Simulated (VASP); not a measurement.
# CsZn11S12 (a cell with a defect) in VASP: electric field gradients with PBE

Aim: the electric field gradients of CsZn11S12 (a cell with a defect) with PBE.

Everything below comes from runs of VASP 6.6.1. Logs are shortened: lines on timing, memory, paths and dates and some standing lists are left out, and cuts for length are marked.

## Step 1: The cell of the first run

The cell holds a defect, 24 atoms: a = 6.621 Å, b = 6.621 Å, c = 12.520 Å, α = 90.00°, β = 90.00°, γ = 120.00°.

## Step 2: Electric field gradients, PBE

Contents of INCAR:

```
PREC = Accurate ; ENCUT = 520
EDIFF = 1E-8 ; ISMEAR = -1
SIGMA = 0.01 ; LREAL = Auto
LASPH = T ; NELM = 100
ALGO = Normal ; ISIF = 2
LWAVE = F ; LCHARG = F
GGA = PE ; LEFG = T
NELECT = 214.0 ; NBANDS = 124
```

Contents of KPOINTS:

```
regular mesh
0
Gamma
  3 3 2
```

Contents of POSCAR:

```
CsZn11S12
1.0
    5.7340500000      3.3105553110      0.0000000000
   -5.7340500000      3.3105553110      0.0000000000
    0.0000000000      0.0000000000     12.5200000000
Cs Zn S
1 11 12
Direct
    0.0000000000      0.0000000000      0.0000000000
    0.3333333333      0.6666666667      0.0000000000
    0.6666666667      0.3333333333      0.0000000000
    0.0000000000      0.0000000000      0.5000000000
    0.3333333333      0.6666666667      0.5000000000
    0.6666666667      0.3333333333      0.5000000000
    0.3333333333      0.3333333334      0.2500000000
    0.6666666667      0.0000000000      0.2500000000
    0.0000000000      0.6666666667      0.2500000000
    0.3333333333      1.0000000000      0.7500000000
    0.6666666667      0.6666666666      0.7500000000
    0.0000000000      0.3333333333      0.7500000000
    0.0000000000      0.0000000000      0.1875000000
    0.3333333333      0.6666666667      0.1875000000
    0.6666666667      0.3333333333      0.1875000000
    0.0000000000      0.0000000000      0.6875000000
    0.3333333333      0.6666666667      0.6875000000
    0.6666666667      0.3333333333      0.6875000000
    0.3333333333      0.3333333334      0.4375000000
    0.6666666667      0.0000000000      0.4375000000
    0.0000000000      0.6666666667      0.4375000000
    0.3333333333      1.0000000000      0.9375000000
    0.6666666667      0.6666666666      0.9375000000
    0.0000000000      0.3333333333      0.9375000000
```

Potentials or basis: VASP PAW PBE potentials, release 64 (Cs_sv, Zn, S).

On the command line:

```sh
$ cat potpaw_PBE.64/Cs_sv/POTCAR potpaw_PBE.64/Zn/POTCAR potpaw_PBE.64/S/POTCAR > POTCAR
$ mpirun -np 1 vasp_std > vasp.out
```

OUTCAR:

```text
PREC = Accurate
   ENCUT = 520
   EDIFF = 1E-8
   ISMEAR = -1
   LREAL = Auto
   LASPH = T
   NELM = 100
   ISIF = 2
   GGA = PE
   NELECT = 214.0

 ion  position               nearest neighbor table
   1  0.000  0.000  0.000-  22 2.34  24 2.34  23 2.34  13 2.35
   2  0.333  0.667  0.000-  22 2.34  24 2.34  23 2.34  14 2.35
   3  0.667  0.333  0.000-  24 2.34  23 2.34  22 2.34  15 2.35
   4  0.000  0.000  0.500-  20 2.34  21 2.34  19 2.34  16 2.35
   5  0.333  0.667  0.500-  21 2.34  19 2.34  20 2.34  17 2.35
   6  0.667  0.333  0.500-  20 2.34  21 2.34  19 2.34  18 2.35
[... 16 lines left out ...]
  23  0.667  0.667  0.938-   3 2.34   1 2.34   2 2.34  11 2.35
  24  0.000  0.333  0.938-   1 2.34   3 2.34   2 2.34  12 2.35

  LATTYP: Found a hexagonal cell.
 ALAT       =     6.6211106221
 C/A-ratio  =     1.8909214352

  Lattice vectors:

 A1 = (   5.7340500000,   3.3105553110,   0.0000000000)
 A2 = (  -5.7340500000,   3.3105553110,   0.0000000000)
 A3 = (   0.0000000000,   0.0000000000,  12.5200000000)

Analysis of symmetry for initial positions (statically):
=====================================================================
 Subroutine PRICEL returns:
 Original cell was already a primitive cell.

 Routine SETGRP: Setting up the symmetry group for a
 hexagonal supercell.

 Subroutine GETGRP returns: Found  6 space group operations
 (whereof  6 operations were pure point group operations)
 out of a pool of 24 trial point group operations.

The static configuration has the point symmetry C_3v.

Analysis of symmetry for dynamics (positions and initial velocities):
=====================================================================
 Subroutine PRICEL returns:
 Original cell was already a primitive cell.

 Routine SETGRP: Setting up the symmetry group for a
 hexagonal supercell.

 Subroutine GETGRP returns: Found  6 space group operations
 (whereof  6 operations were pure point group operations)
 out of a pool of 24 trial point group operations.

The dynamic configuration has the point symmetry C_3v.

 Subroutine INISYM returns: Found  6 space group operations
 (whereof  6 operations are pure point group operations),
 and found     1 'primitive' translations

----------------------------------------------------------------------------------------

                                     Primitive cell

  volume of cell :     475.3316

  direct lattice vectors                    reciprocal lattice vectors
     5.734050000  3.310555311  0.000000000     0.087198403  0.151032064  0.000000000
    -5.734050000  3.310555311  0.000000000    -0.087198403  0.151032064  0.000000000
     0.000000000  0.000000000 12.520000000     0.000000000  0.000000000  0.079872204

  length of vectors
     6.621110622  6.621110622 12.520000000     0.174396805  0.174396805  0.079872204

  position of ions in fractional coordinates (direct lattice)
     0.000000000  0.000000000  0.000000000
     0.333333333  0.666666667  0.000000000
     0.666666667  0.333333333  0.000000000
     0.000000000  0.000000000  0.500000000
     0.333333333  0.666666667  0.500000000
     0.666666667  0.333333333  0.500000000
[... 16 lines left out ...]
     0.666666667  0.666666667  0.937500000
     0.000000000  0.333333333  0.937500000

  ion indices of the primitive-cell ions
   primitive index   ion index
                 1           1
                 2           2
                 3           3
                 4           4
                 5           5
                 6           6
[... 16 lines left out ...]
                23          23
                24          24

----------------------------------------------------------------------------------------

 KPOINTS: regular mesh

Automatic generation of k-mesh.
 Grid dimensions read from file:
 generate k-points for:    3    3    2

 Generating k-lattice:

  Cartesian coordinates                     Fractional coordinates (reciprocal lattice)
     0.029066134  0.050344021  0.000000000     0.333333333  0.000000000  0.000000000
    -0.029066134  0.050344021  0.000000000     0.000000000  0.333333333  0.000000000
     0.000000000  0.000000000  0.039936102     0.000000000  0.000000000  0.500000000

[... 21 lines left out ...]
   total plane-waves  NPLWV = 240000
   dimension x,y,z NGX =    50 NGY =   50 NGZ =   96
   dimension x,y,z NGXF=   100 NGYF=  100 NGZF=  192
   ions per type =               1  11  12
   NGX,Y,Z   is equivalent  to a cutoff of  12.55, 12.55, 12.75 a.u.
   NGXF,Y,Z  is equivalent  to a cutoff of  25.11, 25.11, 25.49 a.u.
 SYSTEM =  unknown system
   PREC   = accura    normal or accurate (medium, high low for compatibility)
   ISTART =      0    job   : 0-new  1-cont  2-samecut
   ICHARG =      2    charge: 1-file 2-atom 10-const
   ISPIN  =      1    spin polarized calculation?
   LNONCOLLINEAR =      F non collinear calculations
   LSORBIT =      F    spin-orbit coupling
   LASPH  =      T    aspherical Exc in radial PAW
   ENCUT  =  520.0 eV  38.22 Ry    6.18 a.u.  12.31 12.31 23.28*2*pi/ulx,y,z
   NELM   =    100;   NELMIN=  2; NELMDL= -5     # of ELM steps
   EDIFF  = 0.1E-07   stopping-criterion for ELM
   LREAL  =      T    real-space projection
   EDIFFG = 0.1E-06   stopping-criterion for IOM
   NSW    =      0    number of steps for IOM
   IBRION =     -1    ionic relax: 0-MD 1-quasi-New 2-CG
   NFREE  =      0    steps in history (QN), initial steepest desc. (CG)
   ISIF   =      2    stress and relaxation
   ISYM   =      2    0-nonsym 1-usesym 2-fastsym
   POTIM  = 0.5000    time-step for ionic-motion
   TEBEG  =    0.0;   TEEND  =   0.0 temperature during run
   PSTRESS=    0.0 pullay stress
   NELECT =     214.0000    total number of electrons
   NUPDOWN=      -1.0000    fix difference up-down
   EMIN   =  10.00;   EMAX   =-10.00  energy-range for DOS
   EFERMI =   0.00;   METHOD = LEGACY
   ISMEAR =    -1;   SIGMA  =   0.01  broadening in eV -4-tet -1-fermi 0-gaus
   EFERMI_NEDOS =   21; number of points for ismear=-14 and -15
   IALGO  =     38    algorithm
   IMIX   =      4    mixing-type and parameters
     AMIX     =   0.40;   BMIX     =  1.00
     AMIX_MAG =   1.60;   BMIX_MAG =  1.00
  volume/ion in A,a.u.               =      19.81       133.65
  Fermi-wavevector in a.u.,A,eV,Ry     =   1.254721  2.371079 21.419993  1.574325
  Thomas-Fermi vector in A             =   2.388512
   LORBIT       =      0    0 simple, 1 ext, 2 COOP (PROOUT), +10 PAW based schemes
   GGA     = PE    functional components
   LHFCALC =     F    Hartree Fock is set to
   AEXX    =    0.0000 exact exchange contribution
   IVDW    =     0    specifies the selected vdW correction
   LEPSILON=     F    determine dielectric tensor
   LRPA    =     F    only Hartree local field effects (RPA)
 non-spin polarized calculation
  energy-cutoff  :      520.00
  volume of cell :      475.33
 maximum number of plane-waves:     12850
 NGX is ok and might be reduce to    50
   NGX = 25   NGY = 25   NGZ = 47

 number of electron     213.9999955 magnetization

 Free energy of the ion-electron system (eV)
  ---------------------------------------------------
  ext. energy  EPLUGINS =         0.00000000
  ---------------------------------------------------
  free energy    TOTEN  =       -67.35140336 eV

  energy without entropy =      -67.35140336  energy(sigma->0) =      -67.35140336

 E-fermi :   4.1014     XC(G=0):  -9.7616

 val. band max:        3.8406945181   @ k =   0.3333   0.0000   0.0000
 cond. band min:       4.5664954829   @ k =   0.0000   0.0000   0.0000
 fundamental gap:      0.7258009648
 Fermi energy:         4.1014489396

 k-point     1 :       0.0000    0.0000    0.0000
  band No.  band energies     occupation
      1     -17.6708      2.00000
      2     -10.9129      2.00000
      3     -10.6352      2.00000
      4     -10.2528      2.00000
      5     -10.1409      2.00000
      6      -9.9610      2.00000
[... 721 lines left out ...]
    118       6.8889      0.00000
    119       7.2683      0.00000
 [bands above 119 left out]

------------------------ aborting loop because EDIFF is reached ----------------------------------------

  FORCE on cell =-STRESS in cart. coord.  units (eV):
  Direction    XX          YY          ZZ          XY          YZ          ZX
  --------------------------------------------------------------------------------------
  -------------------------------------------------------------------------------------
  Total       40.0604651     40.0604651     39.2545376      0.0000000     -0.0000000      0.0000000
  in kB      135.0298922    135.0298922    132.3133910      0.0000000     -0.0000000      0.0000000
  external PRESSURE =     134.1243918 kB  Pullay stress =       0.0000000 kB

 VOLUME and BASIS-vectors are now :
 -----------------------------------------------------------------------------
  energy-cutoff  :      520.00
  volume of cell :      475.33
      direct lattice vectors                 reciprocal lattice vectors
     5.734050000  3.310555311  0.000000000     0.087198403  0.151032064  0.000000000
    -5.734050000  3.310555311  0.000000000    -0.087198403  0.151032064  0.000000000
     0.000000000  0.000000000 12.520000000     0.000000000  0.000000000  0.079872204

 POSITION                                       TOTAL-FORCE (eV/Angst)
 -----------------------------------------------------------------------------------
      0.00000      0.00000      0.00000         0.000000      0.000000      0.184795
     -1.91135      3.31056      0.00000         0.000000      0.000000     -0.694612
      1.91135      3.31056      0.00000         0.000000      0.000000     -0.694612
      0.00000      0.00000      6.26000         0.000000      0.000000     -0.018403
     -1.91135      3.31056      6.26000         0.000000      0.000000      0.211640
      1.91135      3.31056      6.26000         0.000000      0.000000      0.211640
[... 16 lines left out ...]
      0.00000      4.41407     11.73750         0.000000     -7.648076     -2.780764
     -1.91135      1.10352     11.73750        -6.623428      3.824038     -2.780764
 -----------------------------------------------------------------------------------
    total drift:                                0.000000     -0.000022      0.001812

  FREE ENERGIE OF THE ION-ELECTRON SYSTEM (eV)
  ---------------------------------------------------
  free  energy   TOTEN  =       -67.3514033587 eV

  energy  without entropy=      -67.3514033587  energy(sigma->0) =      -67.35140336

 Electric field gradients (V/A^2)
---------------------------------------------------------------------
 ion       V_xx      V_yy      V_zz      V_xy      V_xz      V_yz
---------------------------------------------------------------------
   1       2.777     2.777    -5.554    -0.000    -0.000    -0.000
   2      -6.750    -6.747    13.498    -0.000     0.000    -0.000
   3      -6.750    -6.747    13.498     0.000    -0.000    -0.000
   4      -0.199    -0.216     0.415    -0.000     0.000     0.000
   5       1.423     1.427    -2.850     0.000     0.000     0.000
   6       1.423     1.427    -2.850    -0.000    -0.000     0.000
[... 16 lines left out ...]
  23      25.776   -68.352    42.576     0.000    -0.000   -40.531
  24     -44.820     2.245    42.575    40.759   -35.101    20.265
---------------------------------------------------------------------

 Electric field gradients after diagonalization (V/A^2)
 (convention: |V_zz| > |V_xx| > |V_yy|)
----------------------------------------------------------------------
 ion       V_xx      V_yy      V_zz     asymmetry (V_yy - V_xx)/ V_zz
----------------------------------------------------------------------
   1       2.777     2.777    -5.554       0.000
   2      -6.750    -6.747    13.498       0.000
   3      -6.750    -6.747    13.498       0.000
   4      -0.216    -0.199     0.415       0.040
   5       1.427     1.423    -2.850       0.001
   6       1.427     1.423    -2.850       0.001
[... 16 lines left out ...]
  23      55.807    25.776   -81.583       0.368
  24      55.807    25.777   -81.583       0.368
----------------------------------------------------------------------

           NMR quadrupolar parameters

 Cq : quadrupolar parameter    Cq=e*Q*V_zz/h
 eta: asymmetry parameters     (V_yy - V_xx)/ V_zz
 Q  : nuclear electric quadrupole moment in mb (millibarn)
----------------------------------------------------------------------
 ion       Cq(MHz)       eta       Q (mb)
----------------------------------------------------------------------
   1      -0.013       0.000       1.000
   2       0.033       0.000       1.000
   3       0.033       0.000       1.000
   4       0.001       0.040       1.000
   5      -0.007       0.001       1.000
   6      -0.007       0.001       1.000
[... 16 lines left out ...]
  23      -0.197       0.368       1.000
  24      -0.197       0.368       1.000
----------------------------------------------------------------------
```

Run time: 34 min. Hardware: 1 thread of Intel Xeon 8259CL, shared host; peak memory 0.63 GiB.

Results:

* Free energy: -67.3514 eV
* Largest force: 8.138 eV/Å
* Largest electric field gradient by atom: Cs -5.6; Zn +13.5, +0.4, -2.9, -8.8, -9.2 (each value once); S -80.9, -6.3, +5.5, +3.2, -7.4, -81.6 (each value once) V/Å²

Forces on the atoms (eV/Å):
```
Cs   0.000  0.000  0.185
Zn   0.000  0.000 -0.695
Zn   0.000  0.000 -0.695
Zn   0.000  0.000 -0.018
Zn   0.000  0.000  0.212
Zn   0.000  0.000  0.212
Zn   0.000 -0.314  0.014
Zn   0.272  0.157  0.014
Zn  -0.272  0.157  0.014
Zn   0.261  0.151  0.489
Zn   0.000 -0.301  0.489
Zn  -0.261  0.151  0.489
S    0.000  0.000  8.043
S    0.000  0.000  0.097
S    0.000  0.000  0.097
S    0.000  0.000 -0.115
S    0.000  0.000 -0.432
S    0.000  0.000 -0.432
S    0.000  0.089  0.125
S   -0.077 -0.044  0.125
S    0.077 -0.044  0.125
S    6.623  3.824 -2.781
S    0.000 -7.648 -2.781
S   -6.623  3.824 -2.781
```

Electric field gradients, principal values (V/Å²):
```
 atom   least  middle  greatest (by size)
 1 Cs   2.777   2.777              -5.554
 2 Zn  -6.747  -6.750              13.498
 3 Zn  -6.747  -6.750              13.498
 4 Zn  -0.199  -0.216               0.415
 5 Zn   1.423   1.427              -2.850
 6 Zn   1.423   1.427              -2.850
 7 Zn   3.886   4.888              -8.773
 8 Zn   3.882   4.891              -8.774
 9 Zn   3.882   4.891              -8.774
10 Zn   3.652   5.556              -9.208
11 Zn   3.652   5.559              -9.211
12 Zn   3.652   5.556              -9.208
 13 S  40.471  40.473             -80.944
 14 S   3.137   3.138              -6.275
 15 S   3.137   3.138              -6.275
 16 S  -2.760  -2.762               5.522
 17 S  -1.609  -1.609               3.217
 18 S  -1.609  -1.609               3.217
 19 S   3.169   4.275              -7.444
 20 S   3.169   4.275              -7.444
 21 S   3.169   4.275              -7.444
 22 S  25.777  55.807             -81.583
 23 S  25.776  55.807             -81.583
 24 S  25.777  55.807             -81.583
```

Caveat: the cell carries a net charge on a neutralising background, which shifts energy and pressure; the cell is charged against a uniform background, so pressure and absolute levels hang on convention; without QUAD_EFG the Cq values of the log hold for a quadrupole moment of 1 mb, not for the nuclei; spin-orbit coupling is left out, which moves the levels of the heavy elements.
